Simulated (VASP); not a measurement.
A run of VASP 6.6.1 is set up as follows.

Contents of INCAR:

```
SYSTEM = HgTe
PREC = Accurate
ENCUT = 600
EDIFF = 1E-7
ISMEAR = -1
SIGMA = 0.15
LREAL = .False.
LASPH = .True.
NELM = 80
ALGO = Normal
ISIF = 3
LWAVE = .False.
LCHARG = .False.
IBRION = 2
NSW = 80
EDIFFG = -0.001
```

File KPOINTS:

```
Automatic mesh
0
Gamma
  12 12 12
  0 0 0
```

The input POSCAR:

```
HgTe
1.0
    0.0000000000      3.2173559202      3.2173559202
    3.2173559202      0.0000000000      3.2173559202
    3.2173559202      3.2173559202      0.0000000000
Hg Te
1 1
Direct
    0.0000000000      0.0000000000      0.0000000000
    0.7500000000      0.7500000000      0.7500000000
```

Potentials or basis: VASP PAW LDA potentials, release 64 (Hg, Te).

Launch:

```console
$ cat potpaw_LDA.64/Hg/POTCAR potpaw_LDA.64/Te/POTCAR > POTCAR
$ mpirun -np 1 vasp_std > vasp.out
```

Q: Predict the space group after relaxing (to 0.1 Å).

A: F-43m (No. 216).

Q: Predict the relaxed cell.

A: a = 4.560 Å, b = 4.560 Å, c = 4.560 Å, α = 60.00°, β = 60.00°, γ = 60.00°.

Q: What does it give for the band gap on the k mesh?

A: Zero (filled and empty bands touch).

Q: Predict the relaxed volume.

A: 33.52 Å³/atom.

Final structure:
```
Hg Te
1.0
     0.00000    3.22436    3.22436
     3.22436    0.00000    3.22436
     3.22436    3.22436    0.00000
Hg Te
1 1
Direct
  0.00000 0.00000 0.00000
  0.75000 0.75000 0.75000
```

Caveat: semilocal functionals underestimate gaps, so a narrow gap can read as zero; spin-orbit coupling is left out, which moves the levels of the heavy elements.
